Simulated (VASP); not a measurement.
# Os (P6_3/mmc) in VASP: a series of runs

The runs below take Os through relaxation of cell and atoms, single point, with PBEsol.

All numbers are computed with VASP 6.6.1; they aren't measurements. Logs are shortened: lines on timing, memory, paths and dates and some standing lists are left out, and cuts for length are marked.

**1. The cell of the first run**

Symmetry: P6_3/mmc, No. 194, hexagonal system. Conventional cell: a = 2.729 Å, b = 2.729 Å, c = 4.311 Å, α = 90.00°, β = 90.00°, γ = 120.00°. Within 3.5 Å of Os (site symmetry -6m2) lie 12 Os at 2.67 to 2.73 Å.

**2. Relaxation of cell and atoms, PBEsol, target pressure 5 GPa, at which the enthalpy is minimised**

File INCAR:

```
PREC = Accurate
ENCUT = 600
EDIFF = 1E-6
ISMEAR = -1
SIGMA = 0.15
LREAL = F
LASPH = T
NELM = 60
ALGO = Fast
ISIF = 3
LWAVE = F
LCHARG = F
GGA = PS
IBRION = 2
NSW = 80
EDIFFG = -0.001
PSTRESS = 50.0
```

File KPOINTS:

```
Automatic mesh
0
Gamma
  18 18 10
```

File POSCAR:

```
Os
1.0
    2.7289174775      0.0000000000      0.0000000000
   -1.3644587387      2.3633118604      0.0000000000
    0.0000000000      0.0000000000      4.3114564548
Os
2
Direct
    0.3333333333      0.6666666667      0.2500000000
    0.6666666667      0.3333333333      0.7500000000
```

Potentials or basis: VASP PAW PBE potentials, release 64 (Os).

On the command line:

```bash
> cat potpaw_PBE.64/Os/POTCAR > POTCAR
> mpirun -np 1 vasp_std > vasp.out
```

OUTCAR:

```text
PREC = Accurate
   ENCUT = 600
   EDIFF = 1E-6
   ISMEAR = -1
   LREAL = F
   LASPH = T
   NELM = 60
   ISIF = 3
   GGA = PS
   IBRION = 2
   NSW = 80
   EDIFFG = -0.001
   PSTRESS = 50.0

 ion  position               nearest neighbor table
   1  0.333  0.667  0.250-   2 2.67   2 2.67   2 2.67   2 2.67   2 2.67   2 2.67
   2  0.667  0.333  0.750-   1 2.67   1 2.67   1 2.67   1 2.67   1 2.67   1 2.67

  LATTYP: Found a hexagonal cell.
 ALAT       =     2.7289174775
 C/A-ratio  =     1.5799145597

  Lattice vectors:

 A1 = (   2.7289174775,   0.0000000000,   0.0000000000)
 A2 = (  -1.3644587387,   2.3633118604,   0.0000000000)
 A3 = (   0.0000000000,   0.0000000000,   4.3114564548)

Analysis of symmetry for initial positions (statically):
=====================================================================
 Subroutine PRICEL returns:
 Original cell was already a primitive cell.

 Routine SETGRP: Setting up the symmetry group for a
 hexagonal supercell.

 Subroutine GETGRP returns: Found 24 space group operations
 (whereof 12 operations were pure point group operations)
 out of a pool of 24 trial point group operations.

The static configuration has the point symmetry D_3d.
 The point group associated with its full space group is D_6h.

Analysis of symmetry for dynamics (positions and initial velocities):
=====================================================================
 Subroutine PRICEL returns:
 Original cell was already a primitive cell.

 Routine SETGRP: Setting up the symmetry group for a
 hexagonal supercell.

 Subroutine GETGRP returns: Found 24 space group operations
 (whereof 12 operations were pure point group operations)
 out of a pool of 24 trial point group operations.

The dynamic configuration has the point symmetry D_3d.
 The point group associated with its full space group is D_6h.

 Subroutine INISYM returns: Found 24 space group operations
 (whereof 12 operations are pure point group operations),
 and found     1 'primitive' translations

----------------------------------------------------------------------------------------

                                     Primitive cell

  volume of cell :      27.8058

  direct lattice vectors                    reciprocal lattice vectors
     2.728917478  0.000000000  0.000000000     0.366445672  0.211567508  0.000000000
    -1.364458739  2.363311860  0.000000000     0.000000000  0.423135015  0.000000000
     0.000000000  0.000000000  4.311456455     0.000000000  0.000000000  0.231940183

  length of vectors
     2.728917478  2.728917478  4.311456455     0.423135015  0.423135015  0.231940183

  position of ions in fractional coordinates (direct lattice)
     0.333333333  0.666666667  0.250000000
     0.666666667  0.333333333  0.750000000

  ion indices of the primitive-cell ions
   primitive index   ion index
                 1           1
                 2           2

----------------------------------------------------------------------------------------

 KPOINTS: Automatic mesh

Automatic generation of k-mesh.
 Grid dimensions read from file:
 generate k-points for:   18   18   10

 Generating k-lattice:

  Cartesian coordinates                     Fractional coordinates (reciprocal lattice)
     0.020358093  0.011753750  0.000000000     0.055555556 -0.000000000  0.000000000
     0.000000000  0.023507501  0.000000000     0.000000000  0.055555556  0.000000000
     0.000000000  0.000000000  0.023194018     0.000000000  0.000000000  0.100000000

  Length of vectors
     0.023507501  0.023507501  0.023194018

  Shift w.r.t. Gamma in fractional coordinates (k-lattice)
     0.000000000  0.000000000  0.000000000

 Subroutine IBZKPT returns following result:
 ===========================================

 Found    222 irreducible k-points:

 Following reciprocal coordinates:
            Coordinates               Weight
  0.000000  0.000000  0.000000      1.000000
  0.055556 -0.000000  0.000000      6.000000
  0.111111 -0.000000  0.000000      6.000000
  0.166667  0.000000  0.000000      6.000000
  0.222222  0.000000  0.000000      6.000000
  0.277778  0.000000  0.000000      6.000000
[... 16 lines left out ...]
  0.333333  0.111111  0.000000     12.000000
  0.388889  0.111111  0.000000     12.000000
 [... further k-points ...]
   k-points           NKPTS =    222   k-points in BZ     NKDIM =    222   number of bands    NBANDS=     12
   number of dos      NEDOS =    301   number of ions     NIONS =      2
   total plane-waves  NPLWV =  20736
   dimension x,y,z NGX =    24 NGY =   24 NGZ =   36
   dimension x,y,z NGXF=    48 NGYF=   48 NGZF=   72
   ions per type =               2
   NGX,Y,Z   is equivalent  to a cutoff of  14.62, 14.62, 13.88 a.u.
   NGXF,Y,Z  is equivalent  to a cutoff of  29.24, 29.24, 27.76 a.u.
 SYSTEM =  unknown system
   PREC   = accura    normal or accurate (medium, high low for compatibility)
   ISTART =      0    job   : 0-new  1-cont  2-samecut
   ICHARG =      2    charge: 1-file 2-atom 10-const
   ISPIN  =      1    spin polarized calculation?
   LNONCOLLINEAR =      F non collinear calculations
   LSORBIT =      F    spin-orbit coupling
   LASPH  =      T    aspherical Exc in radial PAW
   ENCUT  =  600.0 eV  44.10 Ry    6.64 a.u.   5.45  5.45  8.61*2*pi/ulx,y,z
   NELM   =     60;   NELMIN=  2; NELMDL= -5     # of ELM steps
   EDIFF  = 0.1E-05   stopping-criterion for ELM
   LREAL  =      F    real-space projection
   EDIFFG = -.1E-02   stopping-criterion for IOM
   NSW    =     80    number of steps for IOM
   IBRION =      2    ionic relax: 0-MD 1-quasi-New 2-CG
   NFREE  =      1    steps in history (QN), initial steepest desc. (CG)
   ISIF   =      3    stress and relaxation
   ISYM   =      2    0-nonsym 1-usesym 2-fastsym
   POTIM  = 0.5000    time-step for ionic-motion
   TEBEG  =    0.0;   TEEND  =   0.0 temperature during run
   PSTRESS=   50.0 pullay stress
   NELECT =      16.0000    total number of electrons
   NUPDOWN=      -1.0000    fix difference up-down
   EMIN   =  10.00;   EMAX   =-10.00  energy-range for DOS
   EFERMI =   0.00;   METHOD = LEGACY
   ISMEAR =    -1;   SIGMA  =   0.15  broadening in eV -4-tet -1-fermi 0-gaus
   EFERMI_NEDOS =   21; number of points for ismear=-14 and -15
   IALGO  =     68    algorithm
   IMIX   =      4    mixing-type and parameters
     AMIX     =   0.40;   BMIX     =  1.00
     AMIX_MAG =   1.60;   BMIX_MAG =  1.00
  volume/ion in A,a.u.               =      13.90        93.82
  Fermi-wavevector in a.u.,A,eV,Ry     =   1.361663  2.573170 25.226922  1.854126
  Thomas-Fermi vector in A             =   2.488220
   LORBIT       =      0    0 simple, 1 ext, 2 COOP (PROOUT), +10 PAW based schemes
   GGA     = PS    functional components
   LHFCALC =     F    Hartree Fock is set to
   AEXX    =    0.0000 exact exchange contribution
   IVDW    =     0    specifies the selected vdW correction
   LEPSILON=     F    determine dielectric tensor
   LRPA    =     F    only Hartree local field effects (RPA)
 conjugate gradient relaxation of ions
 non-spin polarized calculation
 RMM-DIIS sequential band-by-band and
  energy-cutoff  :      600.00
  volume of cell :       27.81
 maximum number of plane-waves:       965
 NGX is ok and might be reduce to    24
   NGX = 11   NGY = 11   NGZ = 17

--------------------------------------- Ionic step        1  -------------------------------------------

 number of electron      16.0000001 magnetization

 Free energy of the ion-electron system (eV)
  ---------------------------------------------------
  ext. energy  EPLUGINS =         0.00000000
  ---------------------------------------------------
  free energy    TOTEN  =       -24.53082425 eV

  energy without entropy =      -24.43979510  energy(sigma->0) =      -24.48530968

------------------------ aborting loop because EDIFF is reached ----------------------------------------

  FORCE on cell =-STRESS in cart. coord.  units (eV):
  Direction    XX          YY          ZZ          XY          YZ          ZX
  --------------------------------------------------------------------------------------
  -------------------------------------------------------------------------------------
  Total        0.1079587      0.1079587      0.0952539      0.0000000      0.0000000      0.0000000
  in kB        6.2206047      6.2206047      5.4885518      0.0000000      0.0000000      0.0000000
  external PRESSURE =     -44.0234130 kB  Pullay stress =      50.0000000 kB
[... 23 lines left out ...]
  enthalpy is  TOTEN    =       -23.6630737690 eV   P V=        0.8677504816

--------------------------------------- Ionic step        2  -------------------------------------------

 number of electron      16.0000000 magnetization

 E-fermi :  10.3009     XC(G=0): -14.5087

 val. band max:       10.3002878883   @ k =   0.4444   0.1111   0.4000
 cond. band min:      10.3034320824   @ k =   0.3333   0.1667   0.3000
 fundamental gap:      0.0031441941
 Fermi energy:        10.3009362643

 k-point     1 :       0.0000    0.0000    0.0000
  band No.  band energies     occupation
      1      -1.2910      2.00000
      2       1.8358      2.00000
      3       6.9077      2.00000
      4       6.9077      2.00000
      5       7.2013      2.00000
      6       7.8469      2.00000
      7       7.8469      2.00000
      8       8.5671      1.99998
      9       8.5671      1.99998
     10      10.2992      1.00570
     11      12.1386      0.00001
     12      12.1386      0.00001
[... 412 lines left out ...]
  FREE ENERGIE OF THE ION-ELECTRON SYSTEM (eV)
  ---------------------------------------------------
  free  energy   TOTEN  =       -24.5263703559 eV

  energy  without entropy=      -24.4365874147  energy(sigma->0) =      -24.48147889

  enthalpy is  TOTEN    =       -23.6667726840 eV   P V=        0.8595976719

[... ionic steps 4 to 12 ...]

--------------------------------------- Ionic step       13  -------------------------------------------

 number of electron      16.0000001 magnetization

------------------------ aborting loop because EDIFF is reached ----------------------------------------

  FORCE on cell =-STRESS in cart. coord.  units (eV):
  Direction    XX          YY          ZZ          XY          YZ          ZX
  --------------------------------------------------------------------------------------
  -------------------------------------------------------------------------------------
  Total        0.8614715      0.8614715      0.8634995      0.0000000     -0.0000000      0.0000000
  in kB       50.1209129     50.1209129     50.2389027      0.0000000     -0.0000000      0.0000000
  external PRESSURE =       0.1602428 kB  Pullay stress =      50.0000000 kB
[... 61 lines left out ...]
  enthalpy is  TOTEN    =       -23.6667801239 eV   P V=        0.8593960950

--------------------------------------- Ionic step       15  -------------------------------------------

 number of electron      16.0000001 magnetization

 Free energy of the ion-electron system (eV)
  ---------------------------------------------------
  ext. energy  EPLUGINS =         0.00000000
  ---------------------------------------------------
  free energy    TOTEN  =       -24.52626563 eV

  energy without entropy =      -24.43649521  energy(sigma->0) =      -24.48138042

 E-fermi :   9.5675     XC(G=0): -14.2432

 val. band max:        9.5630263399   @ k =   0.2778   0.0000   0.1000
 cond. band min:       9.5777388873   @ k =   0.3333   0.1667   0.3000
 fundamental gap:      0.0147125474
 Fermi energy:         9.5674812711

 k-point     1 :       0.0000    0.0000    0.0000
  band No.  band energies     occupation
      1      -1.5915      2.00000
      2       1.5695      2.00000
      3       6.4070      2.00000
      4       6.4070      2.00000
      5       6.6655      2.00000
      6       7.2743      2.00000
      7       7.2743      2.00000
      8       7.9523      1.99996
      9       7.9523      1.99996
     10       9.5414      1.08671
     11      11.2841      0.00002
     12      11.2841      0.00002
[... 374 lines left out ...]
  FREE ENERGIE OF THE ION-ELECTRON SYSTEM (eV)
  ---------------------------------------------------
  free  energy   TOTEN  =       -24.5262656278 eV

  energy  without entropy=      -24.4364952139  energy(sigma->0) =      -24.48138042

  enthalpy is  TOTEN    =       -23.6667799278 eV   P V=        0.8594856999

 reached required accuracy - stopping structural energy minimisation
```

Run time: 4.8 min. Hardware: 1 thread of AMD EPYC 9R45 (Zen 5), shared host; peak memory 0.2 GiB.

Results:

```yaml
Free_energy: -24.5263 eV
Relaxed_volume: 13.77 Å³/atom
Relaxed_cell: a = 2.720 Å, b = 2.720 Å, c = 4.299 Å, α = 90.00°, β = 90.00°, γ = 120.00°
Space_group_after_relaxing_to_0.1_Å: P6_3/mmc (No. 194)
Energy_change_on_relaxing_the_run_minimises_the_enthalpy: +2.3 meV/atom
Ionic_steps: 15
Pressure_after_relaxing: 5.0 GPa
Band_gap_on_the_k_mesh: zero (bands 8 and 9 overlap by 4.05 eV)
```

Step by step:
```tsv
step	energy change (eV)	largest force (eV/Å)	pressure (GPa)	volume (Å³)
1	0.0000	0.0000	0.60	27.81
2	0.1325	0.0000	29.01	26.30
3	0.0045	0.0000	4.93	27.54
4	0.0046	0.0000	4.96	27.54
5	0.0049	0.0000	5.14	27.53
6	0.0037	0.0000	4.46	27.57
7	0.0046	0.0000	4.93	27.54
8	0.0046	0.0000	4.99	27.54
9	0.0046	0.0000	4.99	27.54
10	0.0046	0.0000	4.98	27.54
11	0.0047	0.0000	5.05	27.54
12	0.0047	0.0000	5.02	27.54
13	0.0047	0.0000	5.02	27.54
14	0.0046	0.0000	5.01	27.54
15	0.0046	0.0000	5.00	27.54
```

Final structure:
```
CELL_PARAMETERS angstrom
2.71989 0.00000 0.00000
-1.35995 2.35550 0.00000
0.00000 0.00000 4.29878
ATOMIC_POSITIONS crystal
Os 0.33333 0.66667 0.25000
Os 0.66667 0.33333 0.75000
```

Caveat: the cell is relaxed towards a set pressure, so the run minimises the enthalpy, not the energy; the PAW data sets were made with another functional, which shifts forces and pressure a little; spin-orbit coupling is left out, which moves the levels of the heavy elements.

(Part 1 of 2 ends here.)
